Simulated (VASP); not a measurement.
Ta4O, 5 atoms in the cell. It takes space group P4/mmm (No. 123, tetragonal). Conventional cell: a = 3.257 Å, b = 3.257 Å, c = 7.409 Å, α = 90.00°, β = 90.00°, γ = 90.00°. Ta (site symmetry 4/mmm) has 4 O at 2.30 Å and 12 Ta at 3.12 to 3.26 Å within 3.3 Å. Within 2.9 Å of Ta (site symmetry 4mm) lie 1 O at 2.10 Å and 4 Ta at 2.81 Å. Within 3.8 Å of Ta (site symmetry 4/mmm) lie 14 Ta at 2.81 to 3.70 Å. O (site symmetry 4/mmm) has 6 Ta at 2.10 to 2.30 Å within 2.8 Å. 

* Program: VASP 6.6.1
* Task: single point
* Functional: PBE
* Potentials or basis: VASP PAW PBE potentials, release 64 (Ta_pv, O)
* Cutoff: 520 eV
* k mesh: 12 × 12 × 6
* Occupations: methfessel-paxton, width 0.1 eV
* Spin: no spin polarisation
* Dipole correction: no
* Further INCAR settings: ALGO = Normal; EDIFF = 1e-07; NBANDS = 33

Potentials or basis: VASP PAW PBE potentials, release 64 (Ta_pv, O).

The run is started by

```bash
$ cat potpaw_PBE.64/Ta_pv/POTCAR potpaw_PBE.64/O/POTCAR > POTCAR
$ mpirun -np 1 vasp_std > vasp.out
```

Hardware: 1 thread of Intel Xeon 8259CL, with other jobs on the host.

**Question.** How long does it take, and how much memory?

**Answer.** Run time: 8 min on 1 thread of Intel Xeon 8259CL (shared host), peak memory 0.34 GiB. Counts: scf iterations 17, k points 112.
